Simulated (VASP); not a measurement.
# BiTe (Fm-3m) in VASP: notebook

Runs on BiTe. Level: revPBE. Tasks: single point.

Program: VASP 6.6.1. These are calculated values, not measurements. Logs are shortened: lines on timing, memory, paths and dates and some standing lists are left out, and cuts for length are marked.

### 1 The cell of the first run

The structure is cubic, space group Fm-3m (No. 225). The conventional cell has a = 6.560 Å, b = 6.560 Å, c = 6.560 Å, α = 90.00°, β = 90.00°, γ = 90.00°. Within 4.3 Å of Bi (site symmetry m-3m) lie 6 Te at 3.28 Å. Within 4.3 Å of Te (site symmetry m-3m) lie 6 Bi at 3.28 Å.

### 2 Single point, revPBE

INCAR

```
ALGO     = Normal         # electronic algorithm
EDIFF    = 1E-6           # SCF threshold, eV
ENCUT    = 520            # plane-wave cutoff, eV
GGA      = RE             # functional
ISIF     = 2              # what is computed and relaxed
ISMEAR   = 0              # smearing method
LASPH    = T              # aspherical terms in the spheres
LCHARG   = F              # write CHGCAR
LREAL    = F              # projectors in reciprocal space
LWAVE    = F              # write WAVECAR
NBANDS   = 18             # bands
NELM     = 60             # most SCF steps
PREC     = Accurate       # precision mode
SIGMA    = 0.05           # smearing width, eV
```

KPOINTS

```
k-points
0
Gamma
  6 6 6
```

POSCAR

```
BiTe
1.0
    0.0000000000      3.2801885599      3.2801885599
    3.2801885599      0.0000000000      3.2801885599
    3.2801885599      3.2801885599      0.0000000000
Bi Te
1 1
Direct
    0.5000000000      0.5000000000      0.5000000000
    0.0000000000      0.0000000000      0.0000000000
```

Potentials or basis: VASP PAW PBE potentials, release 64 (Bi_d, Te).

Started as:

```bash
$ cat potpaw_PBE.64/Bi_d/POTCAR potpaw_PBE.64/Te/POTCAR > POTCAR
$ mpirun -np 1 vasp_std > vasp.out
```

OUTCAR:

```text
EDIFF = 1E-6
   ENCUT = 520
   GGA = RE
   ISIF = 2
   ISMEAR = 0
   LASPH = T
   LREAL = F
   NELM = 60
   PREC = Accurate

 ion  position               nearest neighbor table
   1  0.500  0.500  0.500-   2 3.28   2 3.28   2 3.28   2 3.28   2 3.28   2 3.28
   2  0.000  0.000  0.000-   1 3.28   1 3.28   1 3.28   1 3.28   1 3.28   1 3.28

  LATTYP: Found a face centered cubic cell.
 ALAT       =     6.5603771198

  Lattice vectors:

 A1 = (   0.0000000000,   3.2801885599,   3.2801885599)
 A2 = (   3.2801885599,   0.0000000000,   3.2801885599)
 A3 = (   3.2801885599,   3.2801885599,   0.0000000000)

Analysis of symmetry for initial positions (statically):
=====================================================================
 Subroutine PRICEL returns:
 Original cell was already a primitive cell.

 Routine SETGRP: Setting up the symmetry group for a
 face centered cubic supercell.

 Subroutine GETGRP returns: Found 48 space group operations
 (whereof 48 operations were pure point group operations)
 out of a pool of 48 trial point group operations.

The static configuration has the point symmetry O_h .

Analysis of symmetry for dynamics (positions and initial velocities):
=====================================================================
 Subroutine PRICEL returns:
 Original cell was already a primitive cell.

 Routine SETGRP: Setting up the symmetry group for a
 face centered cubic supercell.

 Subroutine GETGRP returns: Found 48 space group operations
 (whereof 48 operations were pure point group operations)
 out of a pool of 48 trial point group operations.

The dynamic configuration has the point symmetry O_h .

 Subroutine INISYM returns: Found 48 space group operations
 (whereof 48 operations are pure point group operations),
 and found     1 'primitive' translations

----------------------------------------------------------------------------------------

                                     Primitive cell

  volume of cell :      70.5873

  direct lattice vectors                    reciprocal lattice vectors
     0.000000000  3.280188560  3.280188560    -0.152430262  0.152430262  0.152430262
     3.280188560  0.000000000  3.280188560     0.152430262 -0.152430262  0.152430262
     3.280188560  3.280188560  0.000000000     0.152430262  0.152430262 -0.152430262

  length of vectors
     4.638887149  4.638887149  4.638887149     0.264016958  0.264016958  0.264016958

  position of ions in fractional coordinates (direct lattice)
     0.500000000  0.500000000  0.500000000
[... 68 lines left out ...]
   NELM   =     60;   NELMIN=  2; NELMDL= -5     # of ELM steps
   EDIFF  = 0.1E-05   stopping-criterion for ELM
   LREAL  =      F    real-space projection
   EDIFFG = 0.1E-04   stopping-criterion for IOM
   NSW    =      0    number of steps for IOM
   IBRION =     -1    ionic relax: 0-MD 1-quasi-New 2-CG
   NFREE  =      0    steps in history (QN), initial steepest desc. (CG)
   ISIF   =      2    stress and relaxation
   ISYM   =      2    0-nonsym 1-usesym 2-fastsym
   POTIM  = 0.5000    time-step for ionic-motion
   TEBEG  =    0.0;   TEEND  =   0.0 temperature during run
   PSTRESS=    0.0 pullay stress
   NELECT =      21.0000    total number of electrons
   NUPDOWN=      -1.0000    fix difference up-down
   EMIN   =  10.00;   EMAX   =-10.00  energy-range for DOS
   EFERMI =   0.00;   METHOD = LEGACY
   ISMEAR =     0;   SIGMA  =   0.05  broadening in eV -4-tet -1-fermi 0-gaus
   EFERMI_NEDOS =   21; number of points for ismear=-14 and -15
   IALGO  =     38    algorithm
   IMIX   =      4    mixing-type and parameters
     AMIX     =   0.40;   BMIX     =  1.00
     AMIX_MAG =   1.60;   BMIX_MAG =  1.00
  volume/ion in A,a.u.               =      35.29       238.17
  Fermi-wavevector in a.u.,A,eV,Ry     =   1.092880  2.065244 16.250616  1.194387
  Thomas-Fermi vector in A             =   2.229154
   LORBIT       =      0    0 simple, 1 ext, 2 COOP (PROOUT), +10 PAW based schemes
   GGA     = RE    functional components
   LHFCALC =     F    Hartree Fock is set to
   AEXX    =    0.0000 exact exchange contribution
   IVDW    =     0    specifies the selected vdW correction
   LEPSILON=     F    determine dielectric tensor
   LRPA    =     F    only Hartree local field effects (RPA)
 non-spin polarized calculation
 Gauss-broadening in eV      SIGMA  =   0.05
  energy-cutoff  :      520.00
  volume of cell :       70.59
 maximum number of plane-waves:      1932
 NGX is ok and might be reduce to    36
   NGX = 17   NGY = 17   NGZ = 17

 number of electron      20.9999995 magnetization

 Free energy of the ion-electron system (eV)
  ---------------------------------------------------
  ext. energy  EPLUGINS =         0.00000000
  ---------------------------------------------------
  free energy    TOTEN  =        -6.52843762 eV

  energy without entropy =       -6.52568690  energy(sigma->0) =       -6.52706226

 E-fermi :   6.1267     XC(G=0):  -9.1717

 val. band max:        6.1108596678   @ k =   0.3333   0.0000   0.0000
 cond. band min:       6.1622003719   @ k =  -0.1667   0.1667   0.0000
 fundamental gap:      0.0513407041
 Fermi energy:         6.1266808172

 k-point     1 :       0.0000    0.0000    0.0000
  band No.  band energies     occupation
      1     -16.9572      2.00000
      2     -16.9572      2.00000
      3     -16.9572      2.00000
      4     -16.9560      2.00000
      5     -16.9560      2.00000
      6      -6.9978      2.00000
[... 313 lines left out ...]
      5     -16.9487      2.00000
      6      -5.0766      2.00000
[... 10 lines left out ...]
     17      16.1386      0.00000
     18      16.6854      0.00000

------------------------ aborting loop because EDIFF is reached ----------------------------------------

  FORCE on cell =-STRESS in cart. coord.  units (eV):
  Direction    XX          YY          ZZ          XY          YZ          ZX
  --------------------------------------------------------------------------------------
  -------------------------------------------------------------------------------------
  Total       -0.0464030     -0.0464030     -0.0464030      0.0000000      0.0000000      0.0000000
  in kB       -1.0532464     -1.0532464     -1.0532464      0.0000000      0.0000000      0.0000000
  external PRESSURE =      -1.0532464 kB  Pullay stress =       0.0000000 kB

 VOLUME and BASIS-vectors are now :
 -----------------------------------------------------------------------------
  energy-cutoff  :      520.00
  volume of cell :       70.59
      direct lattice vectors                 reciprocal lattice vectors
     0.000000000  3.280188560  3.280188560    -0.152430262  0.152430262  0.152430262
     3.280188560  0.000000000  3.280188560     0.152430262 -0.152430262  0.152430262
     3.280188560  3.280188560  0.000000000     0.152430262  0.152430262 -0.152430262

 POSITION                                       TOTAL-FORCE (eV/Angst)
 -----------------------------------------------------------------------------------
      3.28019      3.28019      3.28019         0.000000     -0.000000     -0.000000
      0.00000      0.00000      0.00000        -0.000000      0.000000      0.000000
 -----------------------------------------------------------------------------------
    total drift:                                0.000000      0.000000      0.000000

  FREE ENERGIE OF THE ION-ELECTRON SYSTEM (eV)
  ---------------------------------------------------
  free  energy   TOTEN  =        -6.5284376206 eV

  energy  without entropy=       -6.5256868998  energy(sigma->0) =       -6.52706226
```

stdout:

```text
POSCAR found type information on POSCAR BiTe
 POSCAR found :  2 types and       2 ions
 scaLAPACK will be used
 -----------------------------------------------------------------------------
|                                                                             |
|                                                                             |
|     You enforced a specific xc type in the INCAR file but a different       |
|     I HOPE YOU KNOW WHAT YOU ARE DOING!                                     |
|                                                                             |
 -----------------------------------------------------------------------------

 LDA part: xc-table for (Slater+PW92), standard interpolation
 POSCAR, INCAR and KPOINTS ok, starting setup
 FFT: planning ... GRIDC
 FFT: planning ... GRID_SOFT
 FFT: planning ... GRID
 WAVECAR not read
 entering main loop
```

Run time: 14 s. Hardware: 1 thread of Intel Xeon Platinum 8488C (Sapphire Rapids), shared host; peak memory 0.2 GiB.

Results:

```
Free energy : -6.5284 eV
Pressure    : -0.1 GPa
```

Caveat: the PAW data sets were made with another functional, which shifts forces and pressure a little; spin-orbit coupling is left out, which moves the levels of the heavy elements.

### 3 Single point, revPBE (volume scaled by 0.98)

INCAR

```
SYSTEM = BiTe
PREC = Accurate ; ENCUT = 520
EDIFF = 1E-7 ; ISMEAR = 0
SIGMA = 0.05 ; LREAL = .False.
LASPH = .True. ; NELM = 100
ALGO = Normal ; ISIF = 2
LWAVE = .False. ; LCHARG = .False.
GGA = RE ; NBANDS = 18
```

KPOINTS

```
regular mesh
0
Gamma
  6 6 6
  0 0 0
```

POSCAR

```
BiTe
1.0
    0.0000000000      3.2581732082      3.2581732082
    3.2581732082      0.0000000000      3.2581732082
    3.2581732082      3.2581732082      0.0000000000
Bi Te
1 1
Direct
    0.5000000000      0.5000000000      0.5000000000
    0.0000000000      0.0000000000      0.0000000000
```

Potentials or basis: VASP PAW PBE potentials, release 64 (Bi_d, Te).

Started as:

```bash
$ cat potpaw_PBE.64/Bi_d/POTCAR potpaw_PBE.64/Te/POTCAR > POTCAR
$ mpirun -np 1 vasp_std > vasp.out
```

It took 15 s on 1 thread of Intel Xeon Platinum 8488C (Sapphire Rapids), shared host; peak memory 0.2 GiB.

The run converged. Its results:

```
Free energy : -6.5248 eV
Pressure    : 0.8 GPa
```

Levels at points of the mesh, in eV from the Fermi level:
```tsv
k point	band 8	band 9	band 10	band 11	band 12	band 13
(0.00, 0.00, 0.00)	-2.38	-2.38	-2.38	2.23	2.23	2.23
(0.50, 0.00, 0.00)	-1.77	-1.77	-1.48	-0.67	-0.47	-0.47
(0.50, 0.50, 0.00)	-5.39	-3.80	-3.80	2.47	3.61	3.61
```

Caveat: the PAW data sets were made with another functional, which shifts forces and pressure a little; spin-orbit coupling is left out, which moves the levels of the heavy elements.
